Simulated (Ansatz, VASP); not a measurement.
Two plane-wave programs on RuSeS

```xyz
3
Lattice="3.5594 0.0000 0.0000 -1.7797 3.0826 0.0000 0.0000 0.0000 30.1258" Properties=species:S:1:pos:R:3 pbc="T T T"
Ru    0.0000    0.0000    8.7588
Se    1.7797    1.0275   10.3592
S     0.0000    2.0550    7.7920
```

Alike in both runs: functional PBE; k mesh 6 × 6 × 1; occupations gaussian, width 0.1 eV; collinear spin.

Ansatz relaxed the structure, and its values are those at the end. VASP's run is a single point on that final structure, the one shown.

```csv
,VASP,Ansatz
version,VASP 6.6.1,Ansatz 0.2.0
potentials or method,"VASP PAW PBE potentials, release 64 (Ru_pv, Se, S), cutoff 520 eV","scalar-relativistic, plane waves, PAW"
valence electrons in the cell,26,38
```

Ansatz gave:

- gap on the k mesh at the Fermi level (eV): none
- rms of the force components (eV/Å): 0.012
- net moment per atom (μB): 0.00

Problem. Which values does VASP return?

Solution. gap on the k mesh at the Fermi level (eV): none; rms of the force components (eV/Å): 0.011; net moment per atom (μB): 0.00.

A gap of «none» marks a metal or a gap that the smearing closes. The functional is the same, so the differences come from potentials, cutoffs and numerics. VASP's potentials hold 26 valence electrons a cell and Ansatz's 38, so a difference there can come from the potentials and not from the codes. Ansatz's warnings: seeded moment not kept, slab cell height set, structure snapped to symmetry.
